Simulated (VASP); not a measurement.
Set up this calculation in VASP 6.6.1, as the native input.

```yaml
Task: single point
Functional: PBEsol
Potentials_or_basis: VASP PAW PBE potentials, release 64 (Ti_sv, Al)
Cutoff: 520 eV
k_mesh: 12 × 12 × 12
Occupations: gaussian, width 0.15 eV
Spin: collinear spin
Starting_moments: "[0.5, 0.5, 0.5, 0.0] μB"
Fixed_moment: 1.5 μB
Dipole_correction: no
Further_INCAR_settings: ALGO = Normal; EDIFF = 1e-07; NBANDS = 32
```

The structure of Ti3Al lies in POSCAR:

```
Ti3Al
1.0
    0.0000000000      3.3188998145      3.3188998145
    3.3188998145      0.0000000000      3.3188998145
    3.3188998145      3.3188998145      0.0000000000
Ti Al
3 1
Direct
    0.7500000000      0.7500000000      0.7500000000
    0.2500000000      0.2500000000      0.2500000000
    0.0000000000      0.0000000000      0.0000000000
    0.5000000000      0.5000000000      0.5000000000
```

These files were run (other wordings do the same):

INCAR

```
SYSTEM = Ti3Al
ALGO = Normal
EDIFF = 1E-7
ENCUT = 520
GGA = PS
ISIF = 2
ISMEAR = 0
ISPIN = 2
LASPH = .True.
LCHARG = .False.
LMAXMIX = 4
LORBIT = 11
LREAL = .False.
LWAVE = .False.
MAGMOM = 0.5 0.5 0.5 0
NBANDS = 32
NELM = 150
NUPDOWN = 1.5
PREC = Accurate
SIGMA = 0.15
```

KPOINTS

```
k-points
0
Gamma
  12 12 12
  0 0 0
```

Potentials or basis: VASP PAW PBE potentials, release 64 (Ti_sv, Al).

Launch:

```console
$ cat potpaw_PBE.64/Ti_sv/POTCAR potpaw_PBE.64/Al/POTCAR > POTCAR
$ mpirun -np 1 vasp_std > vasp.out
```

It gave:

```json
{
 "Pressure": "-11.2 GPa",
 "Net moment": "1.50 μB per cell",
 "Site moments": "Ti +0.14, +0.87 (each value once); Al -0.02 μB",
 "Valence electrons inside the program's atomic spheres": "Ti 10.16, 10.23 (each value once); Al 0.78"
}
```

Caveat: the cell stands under tension; the PAW data sets were made with another functional, which shifts forces and pressure a little; the total moment is fixed, so each spin has its own Fermi level and the state may be an excited one.

Run time: 5 min on 1 thread of Intel(R) Xeon(R) Platinum 8488C (Sapphire Rapids), with other jobs on the host, peak memory 0.4 GiB.
